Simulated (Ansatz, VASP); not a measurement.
Al2Cl2F in VASP and in Ansatz

```
CELL_PARAMETERS angstrom
4.58461 0.00000 0.00000
0.00000 4.58461 0.00000
0.00000 0.00000 4.74754
ATOMIC_POSITIONS crystal
Al 0.00000 0.50000 0.69025
Al 0.50000 0.00000 0.69025
Cl 0.00000 0.50000 0.19024
Cl 0.50000 0.00000 0.19024
F 0.00000 0.00000 0.69025
```

Alike in both runs: functional PBE; k mesh 4 × 4 × 4; occupations gaussian, width 0.1 eV; no spin polarisation.

Ansatz relaxed the structure, and its values are those at the end. VASP's run is a single point on that final structure, the one shown.

|  | VASP | Ansatz |
| --- | --- | --- |
| version | VASP 6.6.1 | Ansatz 0.2.0 |
| potentials or method | VASP PAW PBE potentials, release 64 (Al, Cl, F), cutoff 520 eV | scalar-relativistic, plane waves, PAW |
| valence electrons in the cell | 27 | 27 |

|  | VASP | Ansatz | Ansatz less VASP |
| --- | --- | --- | --- |
| gap on the k mesh at the Fermi level (eV) | none | none | - |
| pressure (GPa) | -0.1 | 0.0 | +0.13 |

A gap of «none» marks a metal or a gap that the smearing closes.
